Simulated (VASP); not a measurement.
# GaN (P1) in VASP: single point with PBEsol

Aim: the single point of GaN with PBEsol.

Everything below comes from runs of VASP 6.6.1. Logs are shortened: lines on timing, memory, paths and dates and some standing lists are left out, and cuts for length are marked.

## 1. The cell of the first run

The typed cell holds 36 atoms: a = 7.568 Å, b = 7.568 Å, c = 7.568 Å, α = 78.22°, β = 78.22°, γ = 78.22°.

## 2. Single point, PBEsol

INCAR reads:

```
ALGO     = Normal         # electronic algorithm
EDIFF    = 1E-7           # SCF threshold, eV
ENCUT    = 520            # plane-wave cutoff, eV
GGA      = PS             # functional
ISIF     = 2              # what is computed and relaxed
ISMEAR   = 0              # smearing method
LASPH    = T              # aspherical terms in the spheres
LCHARG   = F              # write CHGCAR
LREAL    = Auto         
LWAVE    = F              # write WAVECAR
NBANDS   = 186            # bands
NELM     = 80             # most SCF steps
PREC     = Accurate       # precision mode
SIGMA    = 0.02           # smearing width, eV
```

KPOINTS reads:

```
Automatic mesh
0
Gamma
  2 2 2
  0.5 0.5 0.5
```

POSCAR reads:

```
GaN
1.0
   -4.7742025203      2.7563871102     -5.1851997849
    4.7742025203      2.7563871103     -5.1851997849
    0.0000000000     -5.5127742205     -5.1851997849
Ga N
18 18
Direct
    0.0570067174      0.0569445192      0.3877005458
    0.3905243770      0.0569906873      0.0543499111
    0.7237302190      0.3903281985      0.3877354378
    0.3903831854      0.7236743009      0.3877437487
    0.0571535502      0.3903242223      0.0543883168
    0.7238310453      0.0570561395      0.7210593805
    0.3904367988      0.3903094738      0.7209892083
    0.7236685001      0.7235889303      0.0543918955
    0.0570997447      0.7236979932      0.7211185114
    0.1126483922      0.7792487565      0.1099622063
    0.4460120449      0.7792241308      0.7766078551
    0.7793088073      0.1125333288      0.1099734015
    0.4459450081      0.4458361664      0.1099721960
    0.1127364026      0.1125656594      0.7766198037
    0.7793017369      0.7791944779      0.4433261316
    0.4459593476      0.1124130872      0.4432975679
    0.7793367058      0.4458874063      0.7765916822
    0.1126499839      0.4458896302      0.4432383265
    0.9314831418      0.9313948326      0.2622347750
    0.2648993805      0.9314299070      0.9288746738
    0.5981887893      0.2646823948      0.2622389080
    0.2648951450      0.5981147579      0.2622178124
    0.9315475504      0.2647760201      0.9288669971
    0.5982313574      0.9314397309      0.5955837464
    0.2649140356      0.2648054449      0.5955118897
    0.5982414010      0.5981301723      0.9289364187
    0.9316055300      0.5981184476      0.5955543850
    0.3203838305      0.9869864387      0.3177260527
    0.6537827082      0.9869920474      0.9844136548
    0.9870476339      0.3203315501      0.3177789606
    0.6537402781      0.6536498195      0.3178631934
    0.3203922336      0.3203611556      0.9844116653
    0.9871696470      0.9869994430      0.6510623860
    0.6537791013      0.3203536820      0.6511293595
    0.9870959884      0.6536706935      0.9844843437
    0.3204953737      0.6536427011      0.6511675480
```

Potentials or basis: VASP PAW PBE potentials, release 64 (Ga_d, N).

The run is started by

```sh
$ cat potpaw_PBE.64/Ga_d/POTCAR potpaw_PBE.64/N/POTCAR > POTCAR
$ mpirun -np 1 vasp_std > vasp.out
```

OUTCAR:

```text
EDIFF = 1E-7
   ENCUT = 520
   GGA = PS
   ISIF = 2
   ISMEAR = 0
   LASPH = T
   LREAL = Auto
   NELM = 80
   PREC = Accurate

 ion  position               nearest neighbor table
   1  0.057  0.057  0.388-  33 1.95  28 1.95  30 1.95  19 1.95
   2  0.391  0.057  0.054-  29 1.95  32 1.95  28 1.95  20 1.95
   3  0.724  0.390  0.388-  31 1.95  30 1.95  34 1.95  21 1.95
   4  0.390  0.724  0.388-  28 1.95  31 1.95  36 1.95  22 1.95
   5  0.057  0.390  0.054-  32 1.94  35 1.95  30 1.95  23 1.95
   6  0.724  0.057  0.721-  34 1.95  33 1.95  29 1.95  24 1.95
[... 28 lines left out ...]
  35  0.987  0.654  0.984-   5 1.95   9 1.95   8 1.95  10 1.95
  36  0.320  0.654  0.651-   7 1.95   9 1.95   4 1.95  11 1.95

  LATTYP: Found a trigonal (rhomboedric) cell.
 ALAT       =     7.5681554170
 COS(alpha) =     0.2041126773

  Lattice vectors:

 A1 = (  -4.7742025203,   2.7563871102,  -5.1851997849)
 A2 = (   4.7742025203,   2.7563871103,  -5.1851997849)
 A3 = (   0.0000000000,  -5.5127742205,  -5.1851997849)

Analysis of symmetry for initial positions (statically):
=====================================================================
 Subroutine PRICEL returns:
 Original cell was already a primitive cell.

 Routine SETGRP: Setting up the symmetry group for a
 trigonal (rhombohedral) supercell.

 Subroutine GETGRP returns: Found  1 space group operations
 (whereof  1 operations were pure point group operations)
 out of a pool of 12 trial point group operations.

The static configuration has the point symmetry C_1 .

Analysis of symmetry for dynamics (positions and initial velocities):
=====================================================================
 Subroutine PRICEL returns:
 Original cell was already a primitive cell.

 Routine SETGRP: Setting up the symmetry group for a
 trigonal (rhombohedral) supercell.

 Subroutine GETGRP returns: Found  1 space group operations
 (whereof  1 operations were pure point group operations)
 out of a pool of 12 trial point group operations.

The dynamic configuration has the point symmetry C_1 .

 Subroutine INISYM returns: Found  1 space group operations
 (whereof  1 operations are pure point group operations),
 and found     1 'primitive' translations

----------------------------------------------------------------------------------------

                                     Primitive cell

  volume of cell :     409.4094

  direct lattice vectors                    reciprocal lattice vectors
    -4.774202520  2.756387110 -5.185199785    -0.104729533  0.060465624 -0.064285533
     4.774202520  2.756387110 -5.185199785     0.104729533  0.060465624 -0.064285533
     0.000000000 -5.512774220 -5.185199785     0.000000000 -0.120931248 -0.064285533

  length of vectors
     7.568155417  7.568155417  7.568155417     0.136956185  0.136956185  0.136956185

  position of ions in fractional coordinates (direct lattice)
     0.057006717  0.056944519  0.387700546
     0.390524377  0.056990687  0.054349911
     0.723730219  0.390328199  0.387735438
     0.390383185  0.723674301  0.387743749
     0.057153550  0.390324222  0.054388317
     0.723831045  0.057056139  0.721059381
[... 28 lines left out ...]
     0.987095988  0.653670693  0.984484344
     0.320495374  0.653642701  0.651167548

  ion indices of the primitive-cell ions
   primitive index   ion index
                 1           1
                 2           2
                 3           3
                 4           4
                 5           5
                 6           6
[... 28 lines left out ...]
                35          35
                36          36

----------------------------------------------------------------------------------------

 KPOINTS: Automatic mesh

Automatic generation of k-mesh.
 Grid dimensions read from file:
 generate k-points for:    2    2    2

 Generating k-lattice:

  Cartesian coordinates                     Fractional coordinates (reciprocal lattice)
    -0.052364766  0.030232812 -0.032142767     0.500000000  0.000000000  0.000000000
     0.052364766  0.030232812 -0.032142767     0.000000000  0.500000000  0.000000000
     0.000000000 -0.060465624 -0.032142767     0.000000000  0.000000000  0.500000000

  Length of vectors
     0.068478092  0.068478092  0.068478092

  Shift w.r.t. Gamma in fractional coordinates (k-lattice)
     0.500000000  0.500000000  0.500000000

 Subroutine IBZKPT returns following result:
 ===========================================

 Found      4 irreducible k-points:

 Following reciprocal coordinates:
            Coordinates               Weight
  0.250000  0.250000  0.250000      2.000000
 -0.250000  0.250000  0.250000      2.000000
  0.250000 -0.250000  0.250000      2.000000
  0.250000  0.250000 -0.250000      2.000000
   k-points           NKPTS =      4   k-points in BZ     NKDIM =      4   number of bands    NBANDS=    186
   number of dos      NEDOS =    301   number of ions     NIONS =     36
   total plane-waves  NPLWV = 175616
   dimension x,y,z NGX =    56 NGY =   56 NGZ =   56
   dimension x,y,z NGXF=   112 NGYF=  112 NGZF=  112
   ions per type =              18  18
   NGX,Y,Z   is equivalent  to a cutoff of  12.30, 12.30, 12.30 a.u.
   NGXF,Y,Z  is equivalent  to a cutoff of  24.60, 24.60, 24.60 a.u.
 SYSTEM =  unknown system
   PREC   = accura    normal or accurate (medium, high low for compatibility)
   ISTART =      0    job   : 0-new  1-cont  2-samecut
   ICHARG =      2    charge: 1-file 2-atom 10-const
   ISPIN  =      1    spin polarized calculation?
   LNONCOLLINEAR =      F non collinear calculations
   LSORBIT =      F    spin-orbit coupling
   LASPH  =      T    aspherical Exc in radial PAW
   ENCUT  =  520.0 eV  38.22 Ry    6.18 a.u.  14.07 14.07 14.07*2*pi/ulx,y,z
   NELM   =     80;   NELMIN=  2; NELMDL= -5     # of ELM steps
   EDIFF  = 0.1E-06   stopping-criterion for ELM
   LREAL  =      T    real-space projection
   EDIFFG = 0.1E-05   stopping-criterion for IOM
   NSW    =      0    number of steps for IOM
   IBRION =     -1    ionic relax: 0-MD 1-quasi-New 2-CG
   NFREE  =      0    steps in history (QN), initial steepest desc. (CG)
   ISIF   =      2    stress and relaxation
   ISYM   =      2    0-nonsym 1-usesym 2-fastsym
   POTIM  = 0.5000    time-step for ionic-motion
   TEBEG  =    0.0;   TEEND  =   0.0 temperature during run
   PSTRESS=    0.0 pullay stress
   NELECT =     324.0000    total number of electrons
   NUPDOWN=      -1.0000    fix difference up-down
   EMIN   =  10.00;   EMAX   =-10.00  energy-range for DOS
   EFERMI =   0.00;   METHOD = LEGACY
   ISMEAR =     0;   SIGMA  =   0.02  broadening in eV -4-tet -1-fermi 0-gaus
   EFERMI_NEDOS =   21; number of points for ismear=-14 and -15
   IALGO  =     38    algorithm
   IMIX   =      4    mixing-type and parameters
     AMIX     =   0.40;   BMIX     =  1.00
     AMIX_MAG =   1.60;   BMIX_MAG =  1.00
  volume/ion in A,a.u.               =      11.37        76.75
  Fermi-wavevector in a.u.,A,eV,Ry     =   1.514272  2.861559 31.198429  2.293020
  Thomas-Fermi vector in A             =   2.623952
   LORBIT       =      0    0 simple, 1 ext, 2 COOP (PROOUT), +10 PAW based schemes
   GGA     = PS    functional components
   LHFCALC =     F    Hartree Fock is set to
   AEXX    =    0.0000 exact exchange contribution
   IVDW    =     0    specifies the selected vdW correction
   LEPSILON=     F    determine dielectric tensor
   LRPA    =     F    only Hartree local field effects (RPA)
 non-spin polarized calculation
 Gauss-broadening in eV      SIGMA  =   0.02
  energy-cutoff  :      520.00
  volume of cell :      409.41
 maximum number of plane-waves:     11044
   NGX = 29   NGY = 29   NGZ = 29

 number of electron     324.0000016 magnetization

 Free energy of the ion-electron system (eV)
  ---------------------------------------------------
  ext. energy  EPLUGINS =         0.00000000
  ---------------------------------------------------
  free energy    TOTEN  =      -236.41097568 eV

  energy without entropy =     -236.41097568  energy(sigma->0) =     -236.41097568

 E-fermi :   5.2300     XC(G=0): -11.9276

 val. band max:        5.0768089404   @ k =   0.2500   0.2500   0.2500
 cond. band min:       8.3297222954   @ k =   0.2500   0.2500   0.2500
 fundamental gap:      3.2529133550
 Fermi energy:         5.2299673755

 k-point     1 :       0.2500    0.2500    0.2500
  band No.  band energies     occupation
      1     -10.5991      2.00000
      2     -10.0106      2.00000
      3     -10.0100      2.00000
      4     -10.0097      2.00000
      5      -9.8937      2.00000
      6      -9.8170      2.00000
[... 166 lines left out ...]
    173      10.3795      0.00000
    174      10.9027      0.00000

 k-point     2 :      -0.2500    0.2500    0.2500
  band No.  band energies     occupation
      1     -10.4973      2.00000
      2     -10.1380      2.00000
      3     -10.0265      2.00000
      4     -10.0259      2.00000
      5      -9.9304      2.00000
      6      -9.8065      2.00000
[... 166 lines left out ...]
    173      10.8157      0.00000
    174      10.8160      0.00000

 k-point     3 :       0.2500   -0.2500    0.2500
  band No.  band energies     occupation
      1     -10.4973      2.00000
      2     -10.1380      2.00000
      3     -10.0264      2.00000
      4     -10.0260      2.00000
      5      -9.9304      2.00000
      6      -9.8064      2.00000
[... 166 lines left out ...]
    173      10.8156      0.00000
    174      10.8163      0.00000

 k-point     4 :       0.2500    0.2500   -0.2500
  band No.  band energies     occupation
      1     -10.4973      2.00000
      2     -10.1380      2.00000
      3     -10.0264      2.00000
      4     -10.0259      2.00000
      5      -9.9304      2.00000
      6      -9.8065      2.00000
[... 166 lines left out ...]
    173      10.8156      0.00000
    174      10.8161      0.00000
 [bands above 174 left out]

------------------------ aborting loop because EDIFF is reached ----------------------------------------

  FORCE on cell =-STRESS in cart. coord.  units (eV):
  Direction    XX          YY          ZZ          XY          YZ          ZX
  --------------------------------------------------------------------------------------
  -------------------------------------------------------------------------------------
  Total       -0.5979275     -0.6054551     -0.5146241     -0.0026941     -0.0250313      0.0002294
  in kB       -2.3399216     -2.3693800     -2.0139233     -0.0105430     -0.0979571      0.0008976
  external PRESSURE =      -2.2410750 kB  Pullay stress =       0.0000000 kB

 VOLUME and BASIS-vectors are now :
 -----------------------------------------------------------------------------
  energy-cutoff  :      520.00
  volume of cell :      409.41
      direct lattice vectors                 reciprocal lattice vectors
    -4.774202520  2.756387110 -5.185199785    -0.104729533  0.060465624 -0.064285533
     4.774202520  2.756387110 -5.185199785     0.104729533  0.060465624 -0.064285533
     0.000000000 -5.512774220 -5.185199785     0.000000000 -0.120931248 -0.064285533

 POSITION                                       TOTAL-FORCE (eV/Angst)
 -----------------------------------------------------------------------------------
     -0.00030     -1.82321     -2.60116        -0.000038      0.005717     -0.009322
     -1.59236      0.93391     -2.60227         0.006805     -0.007400      0.002216
     -1.59173      0.93328     -7.78710         0.000443     -0.004410      0.005794
      1.59120      0.93323     -7.78714        -0.004745     -0.006246      0.000410
      1.59062      0.93359     -2.60228         0.009031     -0.008004      0.004369
     -3.18332     -1.82261     -7.78789        -0.000502     -0.003816      0.004689
[... 28 lines left out ...]
     -1.59184     -0.90465    -13.61245         0.002892      0.002804      0.004167
      1.59051     -0.90464     -8.42753         0.007506      0.006238      0.008742
 -----------------------------------------------------------------------------------
    total drift:                                0.003565     -0.006406      0.021230

  FREE ENERGIE OF THE ION-ELECTRON SYSTEM (eV)
  ---------------------------------------------------
  free  energy   TOTEN  =      -236.4109756802 eV

  energy  without entropy=     -236.4109756802  energy(sigma->0) =     -236.41097568
```

Wall time 23 min (1 thread of Oxide Virtual Turin-like, shared host); peak memory 0.51 GiB.

What came out:

| Quantity | Value |
| --- | --- |
| Free energy | -236.4110 eV |
| Pressure | -0.2 GPa |
| Largest force | 0.020 eV/Å |
| Band gap on the k mesh | 3.25 eV |

Forces on the atoms (eV/Å):
```
Ga   0.000  0.006 -0.009
Ga   0.007 -0.007  0.002
Ga   0.000 -0.004  0.006
Ga  -0.005 -0.006  0.000
Ga   0.009 -0.008  0.004
Ga  -0.001 -0.004  0.005
Ga   0.002 -0.006 -0.007
Ga  -0.003 -0.003 -0.019
Ga  -0.008 -0.001  0.001
Ga   0.001 -0.004  0.001
Ga  -0.003 -0.008  0.000
Ga  -0.004  0.001 -0.001
Ga  -0.003  0.001 -0.008
Ga   0.005 -0.003  0.003
Ga  -0.002 -0.003 -0.003
Ga   0.004  0.000 -0.006
Ga   0.001 -0.005 -0.004
Ga   0.002 -0.007 -0.001
N    0.000  0.007 -0.003
N    0.000  0.003 -0.004
N    0.005  0.004 -0.004
N    0.002  0.003  0.002
N   -0.002  0.001 -0.002
N    0.000  0.004 -0.003
N   -0.003  0.002  0.005
N   -0.002  0.001  0.015
N    0.002  0.001  0.001
N    0.000  0.002  0.001
N   -0.004  0.003  0.000
N   -0.004  0.005  0.002
N    0.002  0.010  0.008
N   -0.010  0.005  0.001
N    0.004 -0.001 -0.001
N   -0.001  0.004  0.005
N    0.003  0.003  0.004
N    0.008  0.006  0.009
```

Caveat: the PAW data sets were made with another functional, which shifts forces and pressure a little; a shifted mesh leaves out Γ, where band edges can lie. A k mesh can miss the band edges.
